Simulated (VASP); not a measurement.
# BN (sol) (P6_3mc) in VASP: further runs

BN (sol) is run at these levels: PBEsol; tasks: single point, relaxation of cell and atoms.

All numbers are computed with VASP 6.6.1; they aren't measurements. Logs are shortened: lines on timing, memory, paths and dates and some standing lists are left out, and cuts for length are marked.

## Step 1: The cell of the first run

It takes space group P6_3mc (No. 186, hexagonal). Conventional cell: a = 2.550 Å, b = 2.550 Å, c = 4.210 Å, α = 90.00°, β = 90.00°, γ = 120.00°. B (site symmetry 3m) has 4 N at 1.56 to 1.57 Å within 2.1 Å. Within 2.1 Å of N (site symmetry 3m) lie 4 B at 1.56 to 1.57 Å.

## Step 2: Single point, PBEsol

File INCAR:

```
SYSTEM = BN
PREC = Accurate
ENCUT = 520
EDIFF = 1E-6
ISMEAR = 0
SIGMA = 0.1
LREAL = .False.
LASPH = .True.
NELM = 100
ALGO = Normal
ISIF = 2
LWAVE = .False.
LCHARG = .False.
GGA = PS
NBANDS = 16
```

File KPOINTS:

```
regular mesh
0
Gamma
  9 9 4
  0 0 0
```

File POSCAR:

```
BN
1.0
    2.5500000000      0.0000000000      0.0000000000
   -1.2750000000      2.2083647797      0.0000000000
    0.0000000000      0.0000000000      4.2100000000
B N
2 2
Direct
    0.3333333333      0.6666666667      0.0000000000
    0.6666666667      0.3333333333      0.5000000000
    0.3333333333      0.6666666667      0.3740000000
    0.6666666667      0.3333333333      0.8740000000
```

Potentials or basis: VASP PAW PBE potentials, release 64 (B, N).

Run with:

```sh
cat potpaw_PBE.64/B/POTCAR potpaw_PBE.64/N/POTCAR > POTCAR
mpirun -np 1 vasp_std > vasp.out
```

OUTCAR:

```text
SYSTEM = BN
   PREC = Accurate
   ENCUT = 520
   EDIFF = 1E-6
   ISMEAR = 0
   LREAL = .False.
   LASPH = .True.
   NELM = 100
   ISIF = 2
   GGA = PS

 ion  position               nearest neighbor table
   1  0.333  0.667  0.000-   4 1.56   4 1.56   4 1.56   3 1.57
   2  0.667  0.333  0.500-   3 1.56   3 1.56   3 1.56   4 1.57
   3  0.333  0.667  0.374-   2 1.56   2 1.56   2 1.56   1 1.57
   4  0.667  0.333  0.874-   1 1.56   1 1.56   1 1.56   2 1.57

  LATTYP: Found a hexagonal cell.
 ALAT       =     2.5500000000
 C/A-ratio  =     1.6509803922

  Lattice vectors:

 A1 = (   2.5500000000,   0.0000000000,   0.0000000000)
 A2 = (  -1.2750000000,   2.2083647797,   0.0000000000)
 A3 = (   0.0000000000,   0.0000000000,   4.2100000000)

Analysis of symmetry for initial positions (statically):
=====================================================================
 Subroutine PRICEL returns:
 Original cell was already a primitive cell.

 Routine SETGRP: Setting up the symmetry group for a
 hexagonal supercell.

 Subroutine GETGRP returns: Found 12 space group operations
 (whereof  6 operations were pure point group operations)
 out of a pool of 24 trial point group operations.

The static configuration has the point symmetry C_3v.
 The point group associated with its full space group is C_6v.

Analysis of symmetry for dynamics (positions and initial velocities):
=====================================================================
 Subroutine PRICEL returns:
 Original cell was already a primitive cell.

 Routine SETGRP: Setting up the symmetry group for a
 hexagonal supercell.

 Subroutine GETGRP returns: Found 12 space group operations
 (whereof  6 operations were pure point group operations)
 out of a pool of 24 trial point group operations.

The dynamic configuration has the point symmetry C_3v.
 The point group associated with its full space group is C_6v.

 Subroutine INISYM returns: Found 12 space group operations
 (whereof  6 operations are pure point group operations),
 and found     1 'primitive' translations

----------------------------------------------------------------------------------------

                                     Primitive cell

  volume of cell :      23.7079

  direct lattice vectors                    reciprocal lattice vectors
     2.550000000  0.000000000  0.000000000     0.392156863  0.226411870  0.000000000
    -1.275000000  2.208364780  0.000000000     0.000000000  0.452823741  0.000000000
     0.000000000  0.000000000  4.210000000     0.000000000  0.000000000  0.237529691

  length of vectors
     2.550000000  2.550000000  4.210000000     0.452823741  0.452823741  0.237529691

  position of ions in fractional coordinates (direct lattice)
     0.333333333  0.666666667  0.000000000
     0.666666667  0.333333333  0.500000000
     0.333333333  0.666666667  0.374000000
     0.666666667  0.333333333  0.874000000

  ion indices of the primitive-cell ions
   primitive index   ion index
                 1           1
                 2           2
                 3           3
                 4           4

----------------------------------------------------------------------------------------

 KPOINTS: regular mesh

Automatic generation of k-mesh.
 Grid dimensions read from file:
 generate k-points for:    9    9    4

 Generating k-lattice:

  Cartesian coordinates                     Fractional coordinates (reciprocal lattice)
     0.043572985  0.025156874  0.000000000     0.111111111  0.000000000  0.000000000
     0.000000000  0.050313749  0.000000000     0.000000000  0.111111111  0.000000000
     0.000000000  0.000000000  0.059382423     0.000000000  0.000000000  0.250000000

  Length of vectors
     0.050313749  0.050313749  0.059382423

  Shift w.r.t. Gamma in fractional coordinates (k-lattice)
     0.000000000  0.000000000  0.000000000

 Subroutine IBZKPT returns following result:
 ===========================================

 Found     36 irreducible k-points:

 Following reciprocal coordinates:
            Coordinates               Weight
  0.000000  0.000000  0.000000      1.000000
  0.111111  0.000000  0.000000      6.000000
  0.222222  0.000000  0.000000      6.000000
  0.333333  0.000000  0.000000      6.000000
  0.444444  0.000000  0.000000      6.000000
  0.111111  0.111111  0.000000      6.000000
[... 16 lines left out ...]
  0.333333  0.222222  0.250000     24.000000
  0.333333  0.333333  0.250000      4.000000
 [... further k-points ...]
   k-points           NKPTS =     36   k-points in BZ     NKDIM =     36   number of bands    NBANDS=     16
   number of dos      NEDOS =    301   number of ions     NIONS =      4
   total plane-waves  NPLWV =  12800
   dimension x,y,z NGX =    20 NGY =   20 NGZ =   32
   dimension x,y,z NGXF=    40 NGYF=   40 NGZF=   64
   ions per type =               2   2
   NGX,Y,Z   is equivalent  to a cutoff of  13.04, 13.04, 12.64 a.u.
   NGXF,Y,Z  is equivalent  to a cutoff of  26.08, 26.08, 25.27 a.u.
 SYSTEM =  BN
   PREC   = accura    normal or accurate (medium, high low for compatibility)
   ISTART =      0    job   : 0-new  1-cont  2-samecut
   ICHARG =      2    charge: 1-file 2-atom 10-const
   ISPIN  =      1    spin polarized calculation?
   LNONCOLLINEAR =      F non collinear calculations
   LSORBIT =      F    spin-orbit coupling
   LASPH  =      T    aspherical Exc in radial PAW
   ENCUT  =  520.0 eV  38.22 Ry    6.18 a.u.   4.74  4.74  7.83*2*pi/ulx,y,z
   NELM   =    100;   NELMIN=  2; NELMDL= -5     # of ELM steps
   EDIFF  = 0.1E-05   stopping-criterion for ELM
   LREAL  =      F    real-space projection
   EDIFFG = 0.1E-04   stopping-criterion for IOM
   NSW    =      0    number of steps for IOM
   IBRION =     -1    ionic relax: 0-MD 1-quasi-New 2-CG
   NFREE  =      0    steps in history (QN), initial steepest desc. (CG)
   ISIF   =      2    stress and relaxation
   ISYM   =      2    0-nonsym 1-usesym 2-fastsym
   POTIM  = 0.5000    time-step for ionic-motion
   TEBEG  =    0.0;   TEEND  =   0.0 temperature during run
   PSTRESS=    0.0 pullay stress
   NELECT =      16.0000    total number of electrons
   NUPDOWN=      -1.0000    fix difference up-down
   EMIN   =  10.00;   EMAX   =-10.00  energy-range for DOS
   EFERMI =   0.00;   METHOD = LEGACY
   ISMEAR =     0;   SIGMA  =   0.10  broadening in eV -4-tet -1-fermi 0-gaus
   EFERMI_NEDOS =   21; number of points for ismear=-14 and -15
   IALGO  =     38    algorithm
   IMIX   =      4    mixing-type and parameters
     AMIX     =   0.40;   BMIX     =  1.00
     AMIX_MAG =   1.60;   BMIX_MAG =  1.00
  volume/ion in A,a.u.               =       5.93        40.00
  Fermi-wavevector in a.u.,A,eV,Ry     =   1.435987  2.713622 28.056005  2.062058
  Thomas-Fermi vector in A             =   2.555225
   LORBIT       =      0    0 simple, 1 ext, 2 COOP (PROOUT), +10 PAW based schemes
   GGA     = PS    functional components
   LHFCALC =     F    Hartree Fock is set to
   AEXX    =    0.0000 exact exchange contribution
   IVDW    =     0    specifies the selected vdW correction
   LEPSILON=     F    determine dielectric tensor
   LRPA    =     F    only Hartree local field effects (RPA)
 non-spin polarized calculation
 Gauss-broadening in eV      SIGMA  =   0.10
  energy-cutoff  :      520.00
  volume of cell :       23.71
 maximum number of plane-waves:       652
 NGX is ok and might be reduce to    20
   NGX =  9   NGY =  9   NGZ = 15

 number of electron      16.0000000 magnetization

 Free energy of the ion-electron system (eV)
  ---------------------------------------------------
  ext. energy  EPLUGINS =         0.00000000
  ---------------------------------------------------
  free energy    TOTEN  =       -36.62447721 eV

  energy without entropy =      -36.62447721  energy(sigma->0) =      -36.62447721

 E-fermi :   8.0056     XC(G=0): -12.9901

 val. band max:        7.4887223357   @ k =   0.0000   0.0000   0.0000
 cond. band min:      12.4253334264   @ k =   0.3333   0.3333   0.0000
 fundamental gap:      4.9366110907
 Fermi energy:         8.0055724927

 k-point     1 :       0.0000    0.0000    0.0000
  band No.  band energies     occupation
      1     -12.9122      2.00000
      2      -8.7079      2.00000
      3      -3.5028      2.00000
      4       5.3403      2.00000
      5       5.3403      2.00000
      6       7.1859      2.00000
[... 8 lines left out ...]
     15      19.3079      0.00000
     16      23.5380      0.00000

 k-point     2 :       0.1111    0.0000    0.0000
  band No.  band energies     occupation
      1     -12.6435      2.00000
      2      -8.5031      2.00000
      3      -3.2371      2.00000
      4       4.1594      2.00000
      5       4.8590      2.00000
      6       6.5075      2.00000
[... 8 lines left out ...]
     15      20.0672      0.00000
     16      23.1160      0.00000

 k-point     3 :       0.2222    0.0000    0.0000
  band No.  band energies     occupation
      1     -11.8533      2.00000
      2      -7.9443      2.00000
      3      -2.4589      2.00000
      4       1.6547      2.00000
      5       3.8851      2.00000
      6       4.3329      2.00000
[... 8 lines left out ...]
     15      21.8620      0.00000
     16      22.5015      0.00000

 k-point     4 :       0.3333    0.0000    0.0000
  band No.  band energies     occupation
      1     -10.6082      2.00000
      2      -7.3014      2.00000
      3      -1.2718      2.00000
      4      -0.7517      2.00000
      5       1.9607      2.00000
      6       3.0160      2.00000
[... 8 lines left out ...]
     15      23.2358      0.00000
     16      23.7939      0.00000
[... 324 lines left out ...]
 k-point    22 :       0.2222    0.2222    0.2500
  band No.  band energies     occupation
      1      -9.5938      2.00000
      2      -7.6125      2.00000
      3      -1.0929      2.00000
      4       0.0233      2.00000
      5       1.4824      2.00000
      6       1.6617      2.00000
[... 8 lines left out ...]
     15      22.5825      0.00000
     16      23.3624      0.00000

 k-point    23 :       0.3333    0.2222    0.2500
  band No.  band energies     occupation
      1      -8.3322      2.00000
      2      -7.2840      2.00000
      3      -1.8027      2.00000
      4      -0.8184      2.00000
      5       0.2769      2.00000
      6       2.1124      2.00000
[... 8 lines left out ...]
     15      23.0945      0.00000
     16      24.0104      0.00000

 k-point    24 :       0.3333    0.3333    0.2500
  band No.  band energies     occupation
      1      -7.4975      2.00000
      2      -7.4975      2.00000
      3      -1.4355      2.00000
      4      -0.7663      2.00000
      5      -0.7663      2.00000
      6       1.1872      2.00000
[... 8 lines left out ...]
     15      23.7834      0.00000
     16      23.7834      0.00000

 [... further k-points ...]
[... 5 lines left out ...]
  --------------------------------------------------------------------------------------
  -------------------------------------------------------------------------------------
  Total       -0.4921194     -0.4921194     -0.2218393      0.0000000      0.0000000      0.0000000
  in kB      -33.2573764    -33.2573764    -14.9918758      0.0000000      0.0000000      0.0000000
  external PRESSURE =     -27.1688762 kB  Pullay stress =       0.0000000 kB

 VOLUME and BASIS-vectors are now :
 -----------------------------------------------------------------------------
  energy-cutoff  :      520.00
  volume of cell :       23.71
      direct lattice vectors                 reciprocal lattice vectors
     2.550000000  0.000000000  0.000000000     0.392156863  0.226411870  0.000000000
    -1.275000000  2.208364780  0.000000000     0.000000000  0.452823741  0.000000000
     0.000000000  0.000000000  4.210000000     0.000000000  0.000000000  0.237529691

 POSITION                                       TOTAL-FORCE (eV/Angst)
 -----------------------------------------------------------------------------------
     -0.00000      1.47224      0.00000         0.000000     -0.000000     -0.053532
      1.27500      0.73612      2.10500        -0.000000     -0.000000     -0.053532
     -0.00000      1.47224      1.57454         0.000000      0.000000      0.053532
      1.27500      0.73612      3.67954        -0.000000     -0.000000      0.053532
 -----------------------------------------------------------------------------------
    total drift:                               -0.000000     -0.000000     -0.000455

  FREE ENERGIE OF THE ION-ELECTRON SYSTEM (eV)
  ---------------------------------------------------
  free  energy   TOTEN  =       -36.6244772080 eV

  energy  without entropy=      -36.6244772080  energy(sigma->0) =      -36.62447721
```

Run time: 10 s. Hardware: 1 thread of Intel Xeon Platinum 8488C (Sapphire Rapids), shared host; peak memory 0.13 GiB.

What came out:

- Free energy: -36.6245 eV
- Pressure: -2.7 GPa
- Largest force: 0.054 eV/Å
- Band gap on the k mesh: 4.94 eV, indirect (least direct gap 8.14 eV)

Forces in eV/Å, atoms in the order of the input:
```
B    0.000  0.000 -0.054
B    0.000  0.000 -0.054
N    0.000  0.000  0.054
N    0.000  0.000  0.054
```

Levels at points of the mesh, in eV from the valence-band top:
| k point | band 5 | band 6 | band 7 | band 8 | band 9 | band 10 | band 11 | band 12 |
| --- | --- | --- | --- | --- | --- | --- | --- | --- |
| (0.00, 0.00, 0.00) | -2.15 | -0.30 | 0.00 | 0.00 | 8.26 | 8.26 | 8.59 | 9.39 |
| (0.00, 0.00, 0.50) | -1.19 | -1.19 | -1.19 | -1.19 | 9.36 | 9.36 | 9.82 | 9.82 |

Caveat: the PAW data sets were made with another functional, which shifts forces and pressure a little. A k mesh can miss the band edges.

## Step 3: Single point, PBEsol

This run uses another cell than the first one, of 5.87 Å³/atom, 0.991 times its volume.

File INCAR:

```
PREC     = Accurate       # precision mode
ENCUT    = 520            # plane-wave cutoff, eV
EDIFF    = 1E-6           # SCF threshold, eV
ISMEAR   = 0              # smearing method
SIGMA    = 0.02           # smearing width, eV
LREAL    = False          # projectors in reciprocal space
LASPH    = True           # aspherical terms in the spheres
NELM     = 60             # most SCF steps
ALGO     = Normal         # electronic algorithm
ISIF     = 2              # what is computed and relaxed
LWAVE    = False          # write WAVECAR
LCHARG   = False          # write CHGCAR
GGA      = PS             # functional
NBANDS   = 16             # bands
```

File KPOINTS:

```
Automatic mesh
0
Gamma
  9 9 6
```

File POSCAR:

```
BN
1.0
    2.5405605600      0.0000000000      0.0000000000
   -1.2702802800      2.2001899848      0.0000000000
    0.0000000000      0.0000000000      4.2026543224
B N
2 2
Direct
    0.3333333333      0.6666666667     -0.0002373567
    0.6666666667      0.3333333333      0.4997626433
    0.3333333333      0.6666666667      0.3742373567
    0.6666666667      0.3333333333      0.8742373567
```

Potentials or basis: VASP PAW PBE potentials, release 64 (B, N).

Run with:

```sh
cat potpaw_PBE.64/B/POTCAR potpaw_PBE.64/N/POTCAR > POTCAR
mpirun -np 1 vasp_std > vasp.out
```

Wall time 13 s (1 thread of Intel Xeon Platinum 8488C (Sapphire Rapids), shared host); peak memory 0.13 GiB.

Results (log left out):

```
Free energy            : -36.6256 eV
Pressure               : 0.8 GPa
Largest force          : 0.004 eV/Å
Band gap on the k mesh : 4.95 eV, indirect (least direct gap 8.21 eV)
```

Forces on the atoms (eV/Å):
```
B    0.000  0.000  0.004
B    0.000  0.000  0.004
N    0.000  0.000 -0.004
N    0.000  0.000 -0.004
```

Stress tensor (GPa, compression positive):
```
0.83 0.00 0.00
0.00 0.83 0.00
0.00 0.00 0.75
```

Levels at points of the mesh, in eV from the valence-band top:
```tsv
k point	band 5	band 6	band 7	band 8	band 9	band 10	band 11	band 12
(0.00, 0.00, 0.00)	-2.15	-0.28	0.00	0.00	8.33	8.33	8.57	9.55
(0.00, 0.00, 0.50)	-1.19	-1.19	-1.19	-1.19	9.48	9.48	9.89	9.89
```

Caveat: the PAW data sets were made with another functional, which shifts forces and pressure a little.

## Step 4: Single point, PBEsol

This run uses another cell than the first one, of 5.87 Å³/atom, 0.991 times its volume.

File INCAR:

```
PREC     = Accurate       # precision mode
ENCUT    = 520            # plane-wave cutoff, eV
EDIFF    = 1E-6           # SCF threshold, eV
ISMEAR   = 0              # smearing method
SIGMA    = 0.01           # smearing width, eV
LREAL    = F              # projectors in reciprocal space
LASPH    = T              # aspherical terms in the spheres
NELM     = 60             # most SCF steps
ALGO     = Normal         # electronic algorithm
ISIF     = 2              # what is computed and relaxed
LWAVE    = F              # write WAVECAR
LCHARG   = T              # write CHGCAR
GGA      = PS             # functional
LELF     = T              # ELF
LVHAR    = T            
NBANDS   = 16             # bands
```

File KPOINTS:

```
regular mesh
0
Gamma
  9 9 6
```

POSCAR is that of step 3.

Run with:

```sh
cat potpaw_PBE.64/B/POTCAR potpaw_PBE.64/N/POTCAR > POTCAR
mpirun -np 1 vasp_std > vasp.out
```

Wall time 13 s (1 thread of Intel Xeon Platinum 8488C (Sapphire Rapids), shared host); peak memory 0.13 GiB.

Results (log left out):

- Free energy: -36.6256 eV
- Pressure: 0.8 GPa
- Largest force: 0.004 eV/Å
- Band gap on the k mesh: 4.95 eV, indirect (least direct gap 8.21 eV)

Forces on the atoms (eV/Å):
```
B    0.000  0.000  0.004
B    0.000  0.000  0.004
N    0.000  0.000 -0.004
N    0.000  0.000 -0.004
```

Stress tensor (GPa, compression positive):
```
0.83 0.00 0.00
0.00 0.83 0.00
0.00 0.00 0.75
```

Levels at points of the mesh, in eV from the valence-band top:
```
           k point  band 5  band 6  band 7  band 8  band 9  band 10  band 11  band 12
(0.00, 0.00, 0.00)   -2.15   -0.28    0.00    0.00    8.33     8.33     8.57     9.55
(0.00, 0.00, 0.50)   -1.19   -1.19   -1.19   -1.19    9.48     9.48     9.89     9.89
```

Caveat: the PAW data sets were made with another functional, which shifts forces and pressure a little.

## Step 5: Single point, PBEsol

This run uses another cell than the first one, of 5.87 Å³/atom, 0.991 times its volume.

File INCAR:

```
SYSTEM = BN
  PREC = Accurate
  ENCUT = 520
  EDIFF = 1E-7
  ISMEAR = 0
  SIGMA = 0.01
  LREAL = .FALSE.
  LASPH = .TRUE.
  NELM = 60
  ALGO = Normal
  ISIF = 2
  LWAVE = .FALSE.
  LCHARG = .FALSE.
  GGA = PS
  NBANDS = 16
```

File KPOINTS:

```
Automatic mesh
0
G
  9 9 6
  0 0 0
```

POSCAR is that of step 4.

Run with:

```sh
cat potpaw_PBE.64/B/POTCAR potpaw_PBE.64/N/POTCAR > POTCAR
mpirun -np 1 vasp_std > vasp.out
```

Run time: 12 s. Hardware: 1 thread of Intel Xeon Platinum 8488C (Sapphire Rapids), shared host; peak memory 0.13 GiB.

The run converged. Its results:

| Property | Result |
| --- | --- |
| Free energy | -36.6256 eV |
| Pressure | 0.8 GPa |
| Largest force | 0.004 eV/Å |
| Band gap on the k mesh | 4.95 eV, indirect (least direct gap 8.21 eV) |

Forces in eV/Å, atoms in the order of the input:
```
B    0.000  0.000  0.004
B    0.000  0.000  0.004
N    0.000  0.000 -0.004
N    0.000  0.000 -0.004
```

Stress tensor (GPa, compression positive):
```
0.84 0.00 0.00
0.00 0.84 0.00
0.00 0.00 0.75
```

Levels at points of the mesh, in eV from the valence-band top:
| k point | band 6 | band 7 | band 8 | band 9 | band 10 | band 11 |
| --- | --- | --- | --- | --- | --- | --- |
| (0.00, 0.00, 0.00) | -0.28 | 0.00 | 0.00 | 8.33 | 8.33 | 8.57 |
| (0.00, 0.00, 0.50) | -1.19 | -1.19 | -1.19 | 9.48 | 9.48 | 9.89 |

Caveat: the PAW data sets were made with another functional, which shifts forces and pressure a little. As with any semilocal functional, this PBEsol gap is likely too small.

(Part 1 of 2 ends here.)
